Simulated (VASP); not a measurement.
Wanted: the native input for a VASP 6.6.1 run.

- Task: single point
- Functional: PBE
- Potentials or basis: VASP PAW PBE potentials, release 64 (Mg, H)
- Cutoff: 520 eV
- k mesh: 6 × 6 × 8
- Occupations: gaussian, width 0.01 eV
- Spin: no spin polarisation
- Dipole correction: no
- Further INCAR settings: ALGO = Normal; EDIFF = 1e-06; NBANDS = 13

The structure of MgH2 lies in POSCAR:

```
MgH2
1.0
    4.4848772637      0.0000000000      0.0000000000
    0.0000000000      4.4848772637      0.0000000000
    0.0000000000      0.0000000000      2.9964754811
Mg H
2 4
Direct
    0.0000000000      0.0000000000      0.0000000000
    0.5000000000      0.5000000000      0.5000000000
    0.3046815063      0.3046815063      0.0000000000
    0.1953184937      0.8046815063      0.5000000000
    0.8046815063      0.1953184937      0.5000000000
    0.6953184937      0.6953184937      0.0000000000
```

One way to write it, as run:

INCAR

```
SYSTEM = MgH2
ALGO = Normal
EDIFF = 1E-6
ENCUT = 520
GGA = PE
ISIF = 2
ISMEAR = 0
LASPH = .TRUE.
LCHARG = .TRUE.
LELF = .TRUE.
LREAL = .FALSE.
LVHAR = .TRUE.
LWAVE = .FALSE.
NBANDS = 13
NELM = 60
PREC = Accurate
SIGMA = 0.01
```

KPOINTS

```
k-points
0
G
  6 6 8
  0 0 0
```

Potentials or basis: VASP PAW PBE potentials, release 64 (Mg, H).

Run with:

```console
$ cat potpaw_PBE.64/Mg/POTCAR potpaw_PBE.64/H/POTCAR > POTCAR
$ mpirun -np 1 vasp_std > vasp.out
```

It gave:

```json
{
  "Pressure": "0.7 GPa",
  "Largest force": "0.017 eV/Å",
  "Band gap on the k mesh": "3.84 eV, indirect (least direct gap 4.60 eV)"
}
```

Wall time 46 s on 1 thread of AMD EPYC 7R13, on a shared host, peak memory 0.16 GiB.
